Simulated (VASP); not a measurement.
# HfN (P6_3/mmc) in VASP: further runs

Runs on HfN. Level: r2SCAN. Tasks: single point, relaxation of cell and atoms.

All numbers are computed with VASP 6.6.1; they aren't measurements. Logs are shortened: lines on timing, memory, paths and dates and some standing lists are left out, and cuts for length are marked.

**1. The cell of the first run**

The structure is hexagonal, space group P6_3/mmc (No. 194). Conventional cell: a = 3.270 Å, b = 3.270 Å, c = 5.295 Å, α = 90.00°, β = 90.00°, γ = 120.00°. Hf (site symmetry -6m2) has 6 N at 2.31 Å within 3.0 Å. Within 3.0 Å of N (site symmetry -3m) lie 6 Hf at 2.31 Å and 2 N at 2.65 Å.

**2. Single point, r2SCAN (biaxial strain in the a-b plane: +4.0 %)**

Contents of POSCAR:

```
HfN
1.0
    3.2700731268      0.0000000000      0.0000000000
   -1.6350365634      2.8319664001      0.0000000000
    0.0000000000      0.0000000000      5.2950390866
Hf N
2 2
Direct
    0.6666666667      0.3333333333      0.7500000000
    0.3333333333      0.6666666667      0.2500000000
    0.0000000000      0.0000000000      0.0000000000
    0.0000000000      0.0000000000      0.5000000000
```

Contents of INCAR.step1:

```
PREC = Accurate ; ENCUT = 520
ISMEAR = 0 ; SIGMA = 0.1
LREAL = False ; LASPH = True
NELM = 100 ; NBANDS = 23
GGA = PE ; ALGO = Normal
EDIFF = 1E-4 ; LWAVE = True
LCHARG = False
```

Contents of INCAR.step2:

```
PREC = Accurate ; ENCUT = 520
EDIFF = 1E-6 ; ISMEAR = 0
SIGMA = 0.1 ; LREAL = False
LASPH = True ; NELM = 100
ALGO = Normal ; ISIF = 2
LWAVE = False ; LCHARG = False
METAGGA = R2SCAN ; LMIXTAU = True
NBANDS = 23 ; ISTART = 1
```

Contents of KPOINTS:

```
regular mesh
0
Gamma
  18 18 10
```

Potentials or basis: VASP PAW PBE potentials, release 64 (Hf_pv, N).

The run is started by

```bash
> cat potpaw_PBE.64/Hf_pv/POTCAR potpaw_PBE.64/N/POTCAR > POTCAR
> cp INCAR.step1 INCAR
> mpirun -np 1 vasp_std > vasp.out
> cp INCAR.step2 INCAR
> mpirun -np 1 vasp_std > vasp.out
```

OUTCAR:

```text
PREC = Accurate
   ENCUT = 520
   EDIFF = 1E-6
   ISMEAR = 0
   LREAL = False
   LASPH = True
   NELM = 100
   ISIF = 2
   METAGGA = R2SCAN
   ISTART = 1

 ion  position               nearest neighbor table
   1  0.667  0.333  0.750-   3 2.31   4 2.31   3 2.31   4 2.31   3 2.31   4 2.31   2 3.25   2 3.25
                             2 3.25   2 3.25   2 3.25   2 3.25
   2  0.333  0.667  0.250-   3 2.31   4 2.31   3 2.31   4 2.31   3 2.31   4 2.31   1 3.25   1 3.25
                             1 3.25   1 3.25   1 3.25   1 3.25
   3  0.000  0.000  0.000-   1 2.31   2 2.31   1 2.31   2 2.31   1 2.31   2 2.31
   4  0.000  0.000  0.500-   1 2.31   2 2.31   1 2.31   2 2.31   1 2.31   2 2.31

  LATTYP: Found a hexagonal cell.
 ALAT       =     3.2700731268
 C/A-ratio  =     1.6192417971

  Lattice vectors:

 A1 = (   3.2700731268,   0.0000000000,   0.0000000000)
 A2 = (  -1.6350365634,   2.8319664001,   0.0000000000)
 A3 = (   0.0000000000,   0.0000000000,   5.2950390866)

Analysis of symmetry for initial positions (statically):
=====================================================================
 Subroutine PRICEL returns:
 Original cell was already a primitive cell.

 Routine SETGRP: Setting up the symmetry group for a
 hexagonal supercell.

 Subroutine GETGRP returns: Found 24 space group operations
 (whereof 12 operations were pure point group operations)
 out of a pool of 24 trial point group operations.

The static configuration has the point symmetry D_3d.
 The point group associated with its full space group is D_6h.

Analysis of symmetry for dynamics (positions and initial velocities):
=====================================================================
 Subroutine PRICEL returns:
 Original cell was already a primitive cell.

 Routine SETGRP: Setting up the symmetry group for a
 hexagonal supercell.

 Subroutine GETGRP returns: Found 24 space group operations
 (whereof 12 operations were pure point group operations)
 out of a pool of 24 trial point group operations.

The dynamic configuration has the point symmetry D_3d.
 The point group associated with its full space group is D_6h.

 Subroutine INISYM returns: Found 24 space group operations
 (whereof 12 operations are pure point group operations),
 and found     1 'primitive' translations

----------------------------------------------------------------------------------------

[... 95 lines left out ...]
   NELM   =    100;   NELMIN=  2; NELMDL=  0     # of ELM steps
   EDIFF  = 0.1E-05   stopping-criterion for ELM
   LREAL  =      F    real-space projection
   EDIFFG = 0.1E-04   stopping-criterion for IOM
   NSW    =      0    number of steps for IOM
   IBRION =     -1    ionic relax: 0-MD 1-quasi-New 2-CG
   NFREE  =      0    steps in history (QN), initial steepest desc. (CG)
   ISIF   =      2    stress and relaxation
   ISYM   =      2    0-nonsym 1-usesym 2-fastsym
   POTIM  = 0.5000    time-step for ionic-motion
   TEBEG  =    0.0;   TEEND  =   0.0 temperature during run
   PSTRESS=    0.0 pullay stress
   NELECT =      30.0000    total number of electrons
   NUPDOWN=      -1.0000    fix difference up-down
   EMIN   =  10.00;   EMAX   =-10.00  energy-range for DOS
   EFERMI =   0.00;   METHOD = LEGACY
   ISMEAR =     0;   SIGMA  =   0.10  broadening in eV -4-tet -1-fermi 0-gaus
   EFERMI_NEDOS =   21; number of points for ismear=-14 and -15
   IALGO  =     38    algorithm
   IMIX   =      4    mixing-type and parameters
     AMIX     =   0.40;   BMIX     =  1.00
     AMIX_MAG =   1.60;   BMIX_MAG =  1.00
  volume/ion in A,a.u.               =      12.26        82.73
  Fermi-wavevector in a.u.,A,eV,Ry     =   1.389772  2.626289 26.279207  1.931467
  Thomas-Fermi vector in A             =   2.513771
   LORBIT       =      0    0 simple, 1 ext, 2 COOP (PROOUT), +10 PAW based schemes
   METAGGA = R2SCAN    functional components
   LHFCALC =     F    Hartree Fock is set to
   AEXX    =    0.0000 exact exchange contribution
   IVDW    =     0    specifies the selected vdW correction
   LEPSILON=     F    determine dielectric tensor
   LRPA    =     F    only Hartree local field effects (RPA)
 non-spin polarized calculation
 Gauss-broadening in eV      SIGMA  =   0.10
  energy-cutoff  :      520.00
  volume of cell :       49.04
 maximum number of plane-waves:      1350
   NGX = 13   NGY = 13   NGZ = 19

 number of electron      29.9999992 magnetization

 Free energy of the ion-electron system (eV)
  ---------------------------------------------------
  ext. energy  EPLUGINS =         0.00000000
  ---------------------------------------------------
  free energy    TOTEN  =      -116.06779321 eV

  energy without entropy =     -116.06518955  energy(sigma->0) =     -116.06649138

 E-fermi :   7.4836     XC(G=0): -13.2545

 val. band max:        7.4834800184   @ k =   0.2778   0.2778   0.5000
 cond. band min:       7.5165832776   @ k =   0.0000   0.0000   0.1000
 fundamental gap:      0.0331032592
 Fermi energy:         7.4836429426

 k-point     1 :       0.0000    0.0000    0.0000
  band No.  band energies     occupation
      1     -25.7134      2.00000
      2     -24.9488      2.00000
      3     -24.9248      2.00000
      4     -24.9248      2.00000
      5     -24.8539      2.00000
      6     -24.8539      2.00000
[... 613 lines left out ...]
     22      13.1191      0.00000
     23      14.2566      0.00000

 [... further k-points ...]

------------------------ aborting loop because EDIFF is reached ----------------------------------------

  FORCE on cell =-STRESS in cart. coord.  units (eV):
  Direction    XX          YY          ZZ          XY          YZ          ZX
  --------------------------------------------------------------------------------------
  -------------------------------------------------------------------------------------
  Total       -7.7403252     -7.7403252      1.1382692      0.0000000      0.0000000      0.0000000
  in kB     -252.9036272   -252.9036272     37.1912568      0.0000000      0.0000000      0.0000000
  external PRESSURE =    -156.2053326 kB  Pullay stress =       0.0000000 kB

 VOLUME and BASIS-vectors are now :
 -----------------------------------------------------------------------------
  energy-cutoff  :      520.00
  volume of cell :       49.04
      direct lattice vectors                 reciprocal lattice vectors
     3.270073127  0.000000000  0.000000000     0.305803559  0.176555767  0.000000000
    -1.635036563  2.831966400  0.000000000     0.000000000  0.353111534  0.000000000
     0.000000000  0.000000000  5.295039087     0.000000000  0.000000000  0.188856019

 POSITION                                       TOTAL-FORCE (eV/Angst)
 -----------------------------------------------------------------------------------
      1.63504      0.94399      3.97128        -0.000000     -0.000000      0.000000
     -0.00000      1.88798      1.32376         0.000000      0.000000      0.000000
      0.00000      0.00000      0.00000         0.000000      0.000000      0.000000
      0.00000      0.00000      2.64752        -0.000000      0.000000      0.000000
 -----------------------------------------------------------------------------------
    total drift:                                0.000000     -0.000000      0.000000

  FREE ENERGIE OF THE ION-ELECTRON SYSTEM (eV)
  ---------------------------------------------------
  free  energy   TOTEN  =      -116.0677932065 eV

  energy  without entropy=     -116.0651895481  energy(sigma->0) =     -116.06649138
```

OUTCAR.step1:

```text
PREC = Accurate
   ENCUT = 520
   ISMEAR = 0
   LREAL = False
   LASPH = True
[... 856 lines left out ...]
      1.63504      0.94399      3.97128        -0.000000      0.000000      0.000000
     -0.00000      1.88798      1.32376         0.000000     -0.000000      0.000000
      0.00000      0.00000      0.00000         0.000000      0.000000      0.000000
      0.00000      0.00000      2.64752         0.000000      0.000000      0.000000
 -----------------------------------------------------------------------------------
    total drift:                                0.000000     -0.000000      0.000000

  FREE ENERGIE OF THE ION-ELECTRON SYSTEM (eV)
  ---------------------------------------------------
  free  energy   TOTEN  =       -43.1513012332 eV

  energy  without entropy=      -43.1483732032  energy(sigma->0) =      -43.14983722
```

OSZICAR.step1:

```text
N       E                     dE             d eps       ncg     rms          rms(c)
DAV:   1     0.110860039690E+03    0.11086E+03   -0.16533E+04 10220   0.129E+03
DAV:   2    -0.429768731696E+02   -0.15384E+03   -0.14570E+03 13382   0.310E+02
DAV:   3    -0.494678892951E+02   -0.64910E+01   -0.64321E+01 13328   0.504E+01
DAV:   4    -0.495287470810E+02   -0.60858E-01   -0.60815E-01 11889   0.534E+00
DAV:   5    -0.495295690700E+02   -0.82199E-03   -0.82177E-03 13975   0.506E-01    0.657E+01
DAV:   6    -0.433797957814E+02    0.61498E+01   -0.29875E+01 12497   0.271E+01    0.516E+01
DAV:   7    -0.431977890086E+02    0.18201E+00   -0.21786E+00 12155   0.877E+00    0.272E+01
DAV:   8    -0.431664390492E+02    0.31350E-01   -0.20410E-01 12938   0.316E+00    0.591E+00
DAV:   9    -0.431527742099E+02    0.13665E-01   -0.78172E-02 12148   0.151E+00    0.337E+00
DAV:  10    -0.431513949626E+02    0.13792E-02   -0.97395E-03 13024   0.606E-01    0.389E-01
DAV:  11    -0.431513012332E+02    0.93729E-04   -0.71242E-04 12844   0.180E-01
   1 F= -.43151301E+02 E0= -.43149837E+02  d E =-.292803E-02
```

It took 3.6 min on 1 thread of Intel Xeon 6975P-C (Granite Rapids), shared host; peak memory 0.33 GiB.

Results:

```yaml
Free_energy: -116.0678 eV
Pressure: -15.6 GPa
Band_gap_on_the_k_mesh: zero (band 15 reaches 9.46 eV, above the bottom of band 16 at 7.01 eV)
```

Levels at points of the mesh, in eV from the Fermi level:
```
           k point  band 12  band 13  band 14  band 15  band 16  band 17  band 18  band 19
(0.00, 0.00, 0.00)    -3.96    -3.96    -1.43    -0.09     0.72     0.80     0.80     1.42
(0.50, 0.00, 0.00)    -5.73    -3.81    -2.85    -2.08     2.57     2.63     3.78     4.67
(0.00, 0.00, 0.50)    -4.82    -4.82    -4.82     1.97     1.97     2.52     2.52     3.08
(0.50, 0.00, 0.50)    -5.23    -4.82    -4.82    -0.38    -0.38     4.09     4.09     4.15
```

Caveat: the cell differs from its parent crystal (biaxial strain in the a-b plane: +4.0 %); the PAW data sets were made with another functional, which shifts forces and pressure a little; spin-orbit coupling is left out, which moves the levels of the heavy elements.

**3. Single point, r2SCAN (biaxial strain in the a-b plane: +4.0 %, then relaxed in part)**

Edit POSCAR of step 2 so:

```diff
@@ -4,3 +4,3 @@
    -1.6350365634      2.8319664001      0.0000000000
-    0.0000000000      0.0000000000      5.2950390866
+    0.0000000000      0.0000000000      5.3508185608
 Hf N
```

Contents of INCAR.step1:

```
SYSTEM = HfN
  PREC = Accurate
  ENCUT = 520
  ISMEAR = 0
  SIGMA = 0.1
  LREAL = .FALSE.
  LASPH = .TRUE.
  NELM = 80
  NBANDS = 23
  GGA = PE
  ALGO = Normal
  EDIFF = 1E-4
  LWAVE = .TRUE.
  LCHARG = .FALSE.
```

Contents of INCAR.step2:

```
SYSTEM = HfN
  PREC = Accurate
  ENCUT = 520
  EDIFF = 1E-7
  ISMEAR = 0
  SIGMA = 0.1
  LREAL = .FALSE.
  LASPH = .TRUE.
  NELM = 80
  ALGO = Normal
  ISIF = 2
  LWAVE = .FALSE.
  LCHARG = .TRUE.
  METAGGA = R2SCAN
  LMIXTAU = .TRUE.
  LELF = .TRUE.
  LVHAR = .TRUE.
  NBANDS = 23
  ISTART = 1
```

Contents of KPOINTS:

```
regular mesh
0
G
  18 18 10
  0 0 0
```

Potentials or basis: VASP PAW PBE potentials, release 64 (Hf_pv, N).

The run is started by

```bash
> cat potpaw_PBE.64/Hf_pv/POTCAR potpaw_PBE.64/N/POTCAR > POTCAR
> cp INCAR.step1 INCAR
> mpirun -np 1 vasp_std > vasp.out
> cp INCAR.step2 INCAR
> mpirun -np 1 vasp_std > vasp.out
```

Run time: 4.8 min. Hardware: 1 thread of Intel Xeon 6975P-C (Granite Rapids), shared host; peak memory 0.33 GiB.

It converged, with:

```
Free energy            : -116.0710 eV
Pressure               : -17.9 GPa
Band gap on the k mesh : zero (band 15 reaches 9.32 eV, above the bottom of band 16 at 6.91 eV)
```

Stress tensor (GPa, compression positive):
```
-25.81   0.00   0.00
  0.00 -25.81   0.00
  0.00   0.00  -2.09
```

Levels at points of the mesh, in eV from the Fermi level:
```csv
k point,band 13,band 14,band 15,band 16,band 17,band 18
"(0.00, 0.00, 0.00)",-3.90,-1.53,-0.06,0.57,0.80,0.80
"(0.50, 0.00, 0.00)",-3.75,-2.80,-2.18,2.54,2.56,3.78
"(0.00, 0.00, 0.50)",-4.73,-4.73,1.93,1.93,2.49,2.49
"(0.50, 0.00, 0.50)",-4.76,-4.76,-0.39,-0.39,4.10,4.10
```

Caveat: the cell differs from its parent crystal (biaxial strain in the a-b plane: +4.0 %, then relaxed in part); the PAW data sets were made with another functional, which shifts forces and pressure a little; spin-orbit coupling is left out, which moves the levels of the heavy elements.

**4. Relaxation of cell and atoms, r2SCAN, target pressure 10 GPa, at which the enthalpy is minimised**

This run uses another cell than the first one, of 11.22 Å³/atom, 0.916 times its volume.

Contents of POSCAR:

```
HfN
1.0
    3.1087657629      0.0000000000      0.0000000000
   -1.5543828815      2.6922701251      0.0000000000
    0.0000000000      0.0000000000      5.3637826434
Hf N
2 2
Direct
    0.6666666667      0.3333333333      0.7500000000
    0.3333333333      0.6666666667      0.2500000000
    0.0000000000      0.0000000000      0.0000000000
    0.0000000000      0.0000000000      0.5000000000
```

Contents of INCAR.step1:

```
ALGO     = Normal         # electronic algorithm
EDIFF    = 1E-4           # SCF threshold, eV
ENCUT    = 600            # plane-wave cutoff, eV
GGA      = PE             # functional
ISMEAR   = 0              # smearing method
LASPH    = T              # aspherical terms in the spheres
LCHARG   = F              # write CHGCAR
LREAL    = F              # projectors in reciprocal space
LWAVE    = T              # write WAVECAR
NELM     = 80             # most SCF steps
PREC     = Accurate       # precision mode
SIGMA    = 0.1            # smearing width, eV
```

Contents of INCAR.step2:

```
ALGO     = Normal         # electronic algorithm
EDIFF    = 1E-7           # SCF threshold, eV
EDIFFG   = -0.008         # ionic threshold
ENCUT    = 600            # plane-wave cutoff, eV
IBRION   = 2              # ionic algorithm
ISIF     = 3              # what is computed and relaxed
ISMEAR   = 0              # smearing method
ISTART   = 1            
LASPH    = T              # aspherical terms in the spheres
LCHARG   = F              # write CHGCAR
LMIXTAU  = T            
LREAL    = F              # projectors in reciprocal space
LWAVE    = F              # write WAVECAR
METAGGA  = R2SCAN         # meta-GGA
NELM     = 80             # most SCF steps
NSW      = 70             # ionic steps
PREC     = Accurate       # precision mode
PSTRESS  = 100.0        
SIGMA    = 0.1            # smearing width, eV
```

Contents of KPOINTS:

```
k-points
0
Gamma
  18 18 8
```

The run is started by

```bash
> cat potpaw_PBE.64/Hf_pv/POTCAR potpaw_PBE.64/N/POTCAR > POTCAR
> cp INCAR.step1 INCAR
> mpirun -np 1 vasp_std > vasp.out
> cp INCAR.step2 INCAR
> mpirun -np 1 vasp_std > vasp.out
```

Wall time 29 min (1 thread of Intel Xeon 6975P-C, shared host); peak memory 0.35 GiB.

It converged, with:

```
Free energy                                            : -116.3663 eV
Relaxed volume                                         : 11.14 Å³/atom
Relaxed cell                                           : a = 3.101 Å, b = 3.101 Å, c = 5.351 Å, α = 90.00°, β = 90.00°, γ = 120.00°
Space group after relaxing (to 0.05 Å)                 : P6_3/mmc (No. 194)
Energy change on relaxing (the enthalpy is what falls) : +4.7 meV/atom
Ionic steps                                            : 3
Pressure after relaxing                                : 10.0 GPa
Band gap on the k mesh                                 : zero (band 15 reaches 10.34 eV, above the bottom of band 16 at 7.78 eV)
```

Stress tensor (GPa, compression positive):
```
 9.94  0.00  0.00
 0.00  9.94  0.00
 0.00  0.00 10.06
```

The path:
```
step  energy change (eV)  largest force (eV/Å)  pressure (GPa)  volume (Å³)
   1              0.0000                0.0000            7.52        44.89
   2              0.0814                0.0000           15.95        43.77
   3              0.0187                0.0000            9.98        44.55
```

Final structure:
```yaml
crystal:
  lattice:
    - [3.10064, 0.00000, 0.00000]
    - [-1.55032, 2.68523, 0.00000]
    - [0.00000, 0.00000, 5.35083]
  atoms:
    - { symbol: Hf, position: [0.66667, 0.33333, 0.75000] }
    - { symbol: Hf, position: [0.33333, 0.66667, 0.25000] }
    - { symbol: N, position: [0.00000, 0.00000, 0.00000] }
    - { symbol: N, position: [0.00000, 0.00000, 0.50000] }
```

Levels at points of the mesh, in eV from the Fermi level:
```tsv
k point	band 11	band 12	band 13	band 14	band 15	band 16	band 17	band 18	band 19
(0.00, 0.00, 0.00)	-5.18	-4.00	-4.00	-1.99	-0.46	0.89	0.89	1.41	2.11
(0.50, 0.00, 0.00)	-6.22	-5.97	-3.61	-2.97	-2.72	2.62	3.08	4.85	5.02
(0.00, 0.00, 0.50)	-4.82	-4.82	-4.82	-4.82	2.08	2.08	3.20	3.20	3.20
(0.50, 0.00, 0.50)	-5.90	-5.90	-4.90	-4.90	-0.30	-0.30	5.16	5.16	5.20
```

Caveat: the cell is relaxed towards a set pressure, so the enthalpy falls and the energy may rise; the PAW data sets were made with another functional, which shifts forces and pressure a little; spin-orbit coupling is left out, which moves the levels of the heavy elements.

(Continued in part 2 of 2.)
